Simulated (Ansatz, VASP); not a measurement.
Tl3Sb2Mo in VASP and in Ansatz

Contents of INCAR:

```
SYSTEM = Tl3Sb2Mo
ALGO = Normal ; EDIFF = 1E-7
ENCUT = 520 ; GGA = PE
ISIF = 2 ; ISMEAR = 0
LASPH = .True. ; LCHARG = .True.
LELF = .True. ; LREAL = .False.
LVHAR = .True. ; LWAVE = .False.
NBANDS = 40 ; NELM = 100
PREC = Accurate ; SIGMA = 0.1
```

KPOINTS

```
k-points
0
Gamma
  3 3 3
  0 0 0
```

Contents of POSCAR:

```
Tl3Sb2Mo
1.0
    3.1705096000      1.8304945700      5.2230047500
   -3.1705096000      1.8304945700      5.2230047500
    0.0000000000     -3.6609891500      5.2230047500
Tl Sb Mo
3 2 1
Direct
    0.0000000000      0.5000000000      0.0000000000
    0.0000000000      0.0000000000      0.5000000000
    0.5000000000      0.0000000000      0.0000000000
    0.3777274200      0.3777274200      0.3777274200
    0.6222725800      0.6222725800      0.6222725800
    0.0000000000      0.0000000000      0.0000000000
```

Input for Ansatz:

```yaml
crystal:
  lattice:
    - [3.1705096, 1.83049457, 5.22300475]
    - [-3.1705096, 1.83049457, 5.22300475]
    - [0.0, -3.66098915, 5.22300475]
  atoms:
    - { symbol: Tl, position: [0.0, 0.5, 0.0] }
    - { symbol: Tl, position: [0.0, 0.0, 0.5] }
    - { symbol: Tl, position: [0.5, 0.0, 0.0] }
    - { symbol: Sb, position: [0.37772742, 0.37772742, 0.37772742] }
    - { symbol: Sb, position: [0.62227258, 0.62227258, 0.62227258] }
    - { symbol: Mo, position: [0.0, 0.0, 0.0] }
basis:
  ecutwfc: 420
kpoints:
  mp_grid: { grid: [3, 3, 3] }
hamiltonian:
  xc: pbe
scf:
  occupations: { method: gaussian, width: 0.1 }
  lower_state_search: "off"
output:
  forces: true
  stress: true
  eigenvalues: true
```

Change from the starting cell: species swapped into the Ho2AlFe3 type (R-3m, No. 166).

Alike in both runs: task single point; functional PBE; k mesh 3 × 3 × 3; occupations gaussian, width 0.1 eV; no spin polarisation.

|  | VASP | Ansatz |
| --- | --- | --- |
| version | VASP 6.6.1 | Ansatz 0.2.0 |
| potentials or method | VASP PAW PBE potentials, release 64 (Tl_d, Sb, Mo_sv), cutoff 520 eV | scalar-relativistic, plane waves, PAW |
| valence electrons in the cell | 63 | 83 |

```tsv
	VASP	Ansatz	Ansatz less VASP
gap on the k mesh at the Fermi level (eV)	none	none	-
pressure (GPa)	-6.7	-6.7	+0.05
traceless stress, the component that is largest in VASP (GPa)	-3.32	-3.33	-0.011
rms of the force components (eV/Å)	0.096	0.097	+0.0005
```

Atom by atom the forces differ by 0.000 eV/Å (rms over components). A gap of «none» marks a metal or a gap that the smearing closes. With one functional, cell and mesh, what is left measures potentials, basis and numerics. VASP's potentials hold 63 valence electrons a cell and Ansatz's 83, so a difference there can come from the potentials and not from the codes.

The k mesh is coarse, so the values compare programs but aren't converged. Spin-orbit coupling is off throughout.
